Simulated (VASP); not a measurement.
# AlN (P6_3mc) in VASP: a series of runs, part 2 of 2

VASP 6.6.1. The steps go on from the part before.

**3. Electric field gradients, PBEsol (volume scaled by 0.94)**

INCAR reads:

```
SYSTEM = AlN
ALGO     = Normal         ! electronic algorithm
EDIFF    = 1E-8           ! SCF threshold, eV
ENCUT    = 520            ! plane-wave cutoff, eV
GGA      = PS             ! functional
ISIF     = 2              ! what is computed and relaxed
ISMEAR   = -1             ! smearing method
LASPH    = .True.         ! aspherical terms in the spheres
LCHARG   = .False.        ! write CHGCAR
LEFG     = .True.       
LREAL    = .False.        ! projectors in reciprocal space
LWAVE    = .False.        ! write WAVECAR
NBANDS   = 16             ! bands
NELM     = 100            ! most SCF steps
PREC     = Accurate       ! precision mode
SIGMA    = 0.03           ! smearing width, eV
```

KPOINTS reads:

```
k-points
0
Gamma
  10 10 6
  0 0 0
```

POSCAR reads:

```
AlN
1.0
    3.0474944919      0.0000000000      0.0000000000
   -1.5237472460      2.6392076479      0.0000000000
    0.0000000000      0.0000000000      4.8763796492
Al N
2 2
Direct
    0.3333333333      0.6666666667      0.0000000000
    0.6666666667      0.3333333333      0.5000000000
    0.3333333333      0.6666666667      0.3850000000
    0.6666666667      0.3333333333      0.8850000000
```

Potentials or basis: VASP PAW PBE potentials, release 64 (Al, N).

On the command line:

```
> cat potpaw_PBE.64/Al/POTCAR potpaw_PBE.64/N/POTCAR > POTCAR
> mpirun -np 1 vasp_std > vasp.out
```

OUTCAR:

```text
SYSTEM = AlN
   EDIFF = 1E-8
   ENCUT = 520
   GGA = PS
   ISIF = 2
   ISMEAR = -1
   LASPH = .True.
   LREAL = .False.
   NELM = 100
   PREC = Accurate

 ion  position               nearest neighbor table
   1  0.333  0.667  0.000-   4 1.85   4 1.85   4 1.85   3 1.88   2 3.01   2 3.01   2 3.01   2 3.01
                             2 3.01   2 3.01
   2  0.667  0.333  0.500-   3 1.85   3 1.85   3 1.85   4 1.88   1 3.01   1 3.01   1 3.01   1 3.01
                             1 3.01   1 3.01
   3  0.333  0.667  0.385-   2 1.85   2 1.85   2 1.85   1 1.88
   4  0.667  0.333  0.885-   1 1.85   1 1.85   1 1.85   2 1.88

  LATTYP: Found a hexagonal cell.
 ALAT       =     3.0474944919
 C/A-ratio  =     1.6001274694

  Lattice vectors:

 A1 = (   3.0474944919,   0.0000000000,   0.0000000000)
 A2 = (  -1.5237472460,   2.6392076479,   0.0000000000)
 A3 = (   0.0000000000,   0.0000000000,   4.8763796492)

Analysis of symmetry for initial positions (statically):
=====================================================================
 Subroutine PRICEL returns:
 Original cell was already a primitive cell.

 Routine SETGRP: Setting up the symmetry group for a
 hexagonal supercell.

 Subroutine GETGRP returns: Found 12 space group operations
 (whereof  6 operations were pure point group operations)
 out of a pool of 24 trial point group operations.

The static configuration has the point symmetry C_3v.
 The point group associated with its full space group is C_6v.

Analysis of symmetry for dynamics (positions and initial velocities):
=====================================================================
 Subroutine PRICEL returns:
 Original cell was already a primitive cell.

 Routine SETGRP: Setting up the symmetry group for a
 hexagonal supercell.

 Subroutine GETGRP returns: Found 12 space group operations
 (whereof  6 operations were pure point group operations)
 out of a pool of 24 trial point group operations.

The dynamic configuration has the point symmetry C_3v.
 The point group associated with its full space group is C_6v.

 Subroutine INISYM returns: Found 12 space group operations
 (whereof  6 operations are pure point group operations),
 and found     1 'primitive' translations

----------------------------------------------------------------------------------------

                                     Primitive cell

  volume of cell :      39.2206

  direct lattice vectors                    reciprocal lattice vectors
     3.047494492  0.000000000  0.000000000     0.328138411  0.189450800  0.000000000
    -1.523747246  2.639207648  0.000000000     0.000000000  0.378901600  0.000000000
     0.000000000  0.000000000  4.876379649     0.000000000  0.000000000  0.205070169

  length of vectors
     3.047494492  3.047494492  4.876379649     0.378901600  0.378901600  0.205070169

  position of ions in fractional coordinates (direct lattice)
     0.333333333  0.666666667  0.000000000
     0.666666667  0.333333333  0.500000000
     0.333333333  0.666666667  0.385000000
     0.666666667  0.333333333  0.885000000

  ion indices of the primitive-cell ions
   primitive index   ion index
                 1           1
                 2           2
                 3           3
                 4           4

[... 87 lines left out ...]
   EFERMI_NEDOS =   21; number of points for ismear=-14 and -15
   IALGO  =     38    algorithm
   IMIX   =      4    mixing-type and parameters
     AMIX     =   0.40;   BMIX     =  1.00
     AMIX_MAG =   1.60;   BMIX_MAG =  1.00
  volume/ion in A,a.u.               =       9.81        66.17
  Fermi-wavevector in a.u.,A,eV,Ry     =   1.214163  2.294434 20.057581  1.474191
  Thomas-Fermi vector in A             =   2.349591
   LORBIT       =      0    0 simple, 1 ext, 2 COOP (PROOUT), +10 PAW based schemes
   GGA     = PS    functional components
   LHFCALC =     F    Hartree Fock is set to
   AEXX    =    0.0000 exact exchange contribution
   IVDW    =     0    specifies the selected vdW correction
   LEPSILON=     F    determine dielectric tensor
   LRPA    =     F    only Hartree local field effects (RPA)
 non-spin polarized calculation
  energy-cutoff  :      520.00
  volume of cell :       39.22
 maximum number of plane-waves:      1087
 NGX is ok and might be reduce to    24
   NGX = 11   NGY = 11   NGZ = 19

 number of electron      15.9999998 magnetization

 Free energy of the ion-electron system (eV)
  ---------------------------------------------------
  ext. energy  EPLUGINS =         0.00000000
  ---------------------------------------------------
  free energy    TOTEN  =       -31.19340168 eV

  energy without entropy =      -31.19340168  energy(sigma->0) =      -31.19340168

 E-fermi :   7.2802     XC(G=0): -11.3852

 val. band max:        6.7395118081   @ k =   0.0000   0.0000   0.0000
 cond. band min:      11.3819322735   @ k =   0.0000   0.0000   0.0000
 fundamental gap:      4.6424204654
 Fermi energy:         7.2802180534

 k-point     1 :       0.0000    0.0000    0.0000
  band No.  band energies     occupation
      1      -8.8736      2.00000
      2      -6.4853      2.00000
      3       0.3525      2.00000
      4       5.7601      2.00000
      5       5.7601      2.00000
      6       6.4296      2.00000
[... 433 lines left out ...]
      3       0.9736      2.00000
      4       2.0763      2.00000
      5       3.4553      2.00000
      6       4.2722      2.00000
[... 8 lines left out ...]
     15      19.7271      0.00000
     16      22.2308      0.00000

 [... further k-points ...]
[... 5 lines left out ...]
  --------------------------------------------------------------------------------------
  -------------------------------------------------------------------------------------
  Total        3.9440465      3.9440465      3.0098290     -0.0000000     -0.0000000      0.0000000
  in kB      161.1159761    161.1159761    122.9527965     -0.0000000     -0.0000000      0.0000000
  external PRESSURE =     148.3949162 kB  Pullay stress =       0.0000000 kB

 VOLUME and BASIS-vectors are now :
 -----------------------------------------------------------------------------
  energy-cutoff  :      520.00
  volume of cell :       39.22
      direct lattice vectors                 reciprocal lattice vectors
     3.047494492  0.000000000  0.000000000     0.328138411  0.189450800  0.000000000
    -1.523747246  2.639207648  0.000000000     0.000000000  0.378901600  0.000000000
     0.000000000  0.000000000  4.876379649     0.000000000  0.000000000  0.205070169

 POSITION                                       TOTAL-FORCE (eV/Angst)
 -----------------------------------------------------------------------------------
     -0.00000      1.75947      0.00000         0.000000     -0.000000      0.181506
      1.52375      0.87974      2.43819         0.000000      0.000000      0.181506
     -0.00000      1.75947      1.87741        -0.000000     -0.000000     -0.181506
      1.52375      0.87974      4.31560        -0.000000     -0.000000     -0.181506
 -----------------------------------------------------------------------------------
    total drift:                               -0.000000      0.000000      0.000038

  FREE ENERGIE OF THE ION-ELECTRON SYSTEM (eV)
  ---------------------------------------------------
  free  energy   TOTEN  =       -31.1934016776 eV

  energy  without entropy=      -31.1934016776  energy(sigma->0) =      -31.19340168

 Electric field gradients (V/A^2)
---------------------------------------------------------------------
 ion       V_xx      V_yy      V_zz      V_xy      V_xz      V_yz
---------------------------------------------------------------------
   1      -4.614    -4.614     9.229    -0.000    -0.000     0.000
   2      -4.614    -4.614     9.229    -0.000     0.000    -0.000
   3      -0.596    -0.596     1.192     0.001     0.000    -0.000
   4      -0.596    -0.596     1.192     0.001    -0.000     0.000
---------------------------------------------------------------------

 Electric field gradients after diagonalization (V/A^2)
 (convention: |V_zz| > |V_xx| > |V_yy|)
----------------------------------------------------------------------
 ion       V_xx      V_yy      V_zz     asymmetry (V_yy - V_xx)/ V_zz
----------------------------------------------------------------------
   1      -4.614    -4.614     9.229       0.000
   2      -4.614    -4.614     9.229       0.000
   3      -0.597    -0.595     1.192       0.001
   4      -0.597    -0.595     1.192       0.001
----------------------------------------------------------------------

           NMR quadrupolar parameters

 Cq : quadrupolar parameter    Cq=e*Q*V_zz/h
 eta: asymmetry parameters     (V_yy - V_xx)/ V_zz
 Q  : nuclear electric quadrupole moment in mb (millibarn)
----------------------------------------------------------------------
 ion       Cq(MHz)       eta       Q (mb)
----------------------------------------------------------------------
   1       0.022       0.000       1.000
   2       0.022       0.000       1.000
   3       0.003       0.001       1.000
   4       0.003       0.001       1.000
----------------------------------------------------------------------
```

Wall time 25 s (1 thread of Intel Xeon Platinum 8259CL at 2.50GHz (Skylake/Cascade Lake), shared host); peak memory 0.16 GiB.

Results:

| Quantity | Value |
| --- | --- |
| Free energy | -31.1934 eV |
| Pressure | 14.8 GPa |
| Largest force | 0.182 eV/Å |
| Band gap on the k mesh | 4.64 eV, direct |

Forces on the atoms (eV/Å):
```
Al   0.000  0.000  0.182
Al   0.000  0.000  0.182
N    0.000  0.000 -0.182
N    0.000  0.000 -0.182
```

Electric field gradients, principal values (V/Å²):
```tsv
atom	least	middle	greatest (by size)
1 Al	-4.614	-4.614	9.229
2 Al	-4.614	-4.614	9.229
3 N	-0.595	-0.597	1.192
4 N	-0.595	-0.597	1.192
```

Caveat: without QUAD_EFG the Cq values of the log hold for a quadrupole moment of 1 mb, not for the nuclei; the PAW data sets were made with another functional, which shifts forces and pressure a little.

**4. Electric field gradients, PBEsol (volume scaled by 0.98)**

INCAR reads:

```
PREC = Accurate
ENCUT = 520
EDIFF = 1E-8
ISMEAR = -1
SIGMA = 0.03
LREAL = False
LASPH = True
NELM = 100
ALGO = Normal
ISIF = 2
LWAVE = False
LCHARG = False
GGA = PS
LEFG = True
NBANDS = 16
```

KPOINTS reads:

```
Automatic mesh
0
Gamma
  10 10 6
```

POSCAR reads:

```
AlN
1.0
    3.0901223134      0.0000000000      0.0000000000
   -1.5450611567      2.6761244242      0.0000000000
    0.0000000000      0.0000000000      4.9445895974
Al N
2 2
Direct
    0.3333333333      0.6666666667      0.0000000000
    0.6666666667      0.3333333333      0.5000000000
    0.3333333333      0.6666666667      0.3850000000
    0.6666666667      0.3333333333      0.8850000000
```

Potentials or basis: VASP PAW PBE potentials, release 64 (Al, N).

On the command line:

```
> cat potpaw_PBE.64/Al/POTCAR potpaw_PBE.64/N/POTCAR > POTCAR
> mpirun -np 1 vasp_std > vasp.out
```

OUTCAR:

```text
PREC = Accurate
   ENCUT = 520
   EDIFF = 1E-8
   ISMEAR = -1
   LREAL = False
   LASPH = True
   NELM = 100
   ISIF = 2
   GGA = PS

 ion  position               nearest neighbor table
   1  0.333  0.667  0.000-   4 1.87   4 1.87   4 1.87   3 1.90   2 3.05   2 3.05   2 3.05   2 3.05
                             2 3.05   2 3.05
   2  0.667  0.333  0.500-   3 1.87   3 1.87   3 1.87   4 1.90   1 3.05   1 3.05   1 3.05   1 3.05
                             1 3.05   1 3.05
   3  0.333  0.667  0.385-   2 1.87   2 1.87   2 1.87   1 1.90
   4  0.667  0.333  0.885-   1 1.87   1 1.87   1 1.87   2 1.90

  LATTYP: Found a hexagonal cell.
 ALAT       =     3.0901223134
 C/A-ratio  =     1.6001274694

  Lattice vectors:

 A1 = (   3.0901223134,   0.0000000000,   0.0000000000)
 A2 = (  -1.5450611567,   2.6761244242,   0.0000000000)
 A3 = (   0.0000000000,   0.0000000000,   4.9445895974)

Analysis of symmetry for initial positions (statically):
=====================================================================
 Subroutine PRICEL returns:
 Original cell was already a primitive cell.

 Routine SETGRP: Setting up the symmetry group for a
 hexagonal supercell.
[... 660 lines left out ...]
      1.54506      0.89204      2.47229         0.000000      0.000000      0.178943
     -0.00000      1.78408      1.90367         0.000000      0.000000     -0.178943
      1.54506      0.89204      4.37596        -0.000000     -0.000000     -0.178943
 -----------------------------------------------------------------------------------
    total drift:                                0.000000      0.000000     -0.000479

  FREE ENERGIE OF THE ION-ELECTRON SYSTEM (eV)
  ---------------------------------------------------
  free  energy   TOTEN  =       -31.2951888005 eV

  energy  without entropy=      -31.2951888005  energy(sigma->0) =      -31.29518880

 Electric field gradients (V/A^2)
---------------------------------------------------------------------
 ion       V_xx      V_yy      V_zz      V_xy      V_xz      V_yz
---------------------------------------------------------------------
   1      -4.373    -4.373     8.747     0.000    -0.000     0.000
   2      -4.373    -4.373     8.747     0.000     0.000    -0.000
   3      -0.427    -0.427     0.854     0.000    -0.000     0.000
   4      -0.427    -0.427     0.854     0.000     0.000    -0.000
---------------------------------------------------------------------

 Electric field gradients after diagonalization (V/A^2)
 (convention: |V_zz| > |V_xx| > |V_yy|)
----------------------------------------------------------------------
 ion       V_xx      V_yy      V_zz     asymmetry (V_yy - V_xx)/ V_zz
----------------------------------------------------------------------
   1      -4.373    -4.373     8.747       0.000
   2      -4.373    -4.373     8.747       0.000
   3      -0.427    -0.427     0.854       0.000
   4      -0.427    -0.427     0.854       0.000
----------------------------------------------------------------------

           NMR quadrupolar parameters

 Cq : quadrupolar parameter    Cq=e*Q*V_zz/h
 eta: asymmetry parameters     (V_yy - V_xx)/ V_zz
 Q  : nuclear electric quadrupole moment in mb (millibarn)
----------------------------------------------------------------------
 ion       Cq(MHz)       eta       Q (mb)
----------------------------------------------------------------------
   1       0.021       0.000       1.000
   2       0.021       0.000       1.000
   3       0.002       0.000       1.000
   4       0.002       0.000       1.000
----------------------------------------------------------------------
```

Wall time 28 s (1 thread of Intel Xeon Platinum 8259CL at 2.50GHz (Skylake/Cascade Lake), shared host); peak memory 0.17 GiB.

Results:

- Free energy: -31.2952 eV
- Pressure: 4.8 GPa
- Largest force: 0.179 eV/Å
- Band gap on the k mesh: 4.27 eV, direct

Forces in eV/Å, atoms in the order of the input:
```
Al   0.000  0.000  0.179
Al   0.000  0.000  0.179
N    0.000  0.000 -0.179
N    0.000  0.000 -0.179
```

Stress tensor (GPa, compression positive):
```
5.70 0.00 0.00
0.00 5.70 0.00
0.00 0.00 3.15
```

Electric field gradients, principal values (V/Å²):
| atom | least | middle | greatest (by size) |
| --- | --- | --- | --- |
| 1 Al | -4.373 | -4.373 | 8.747 |
| 2 Al | -4.373 | -4.373 | 8.747 |
| 3 N | -0.427 | -0.427 | 0.854 |
| 4 N | -0.427 | -0.427 | 0.854 |

Caveat: without QUAD_EFG the Cq values of the log hold for a quadrupole moment of 1 mb, not for the nuclei; the PAW data sets were made with another functional, which shifts forces and pressure a little. A k mesh can miss the band edges.
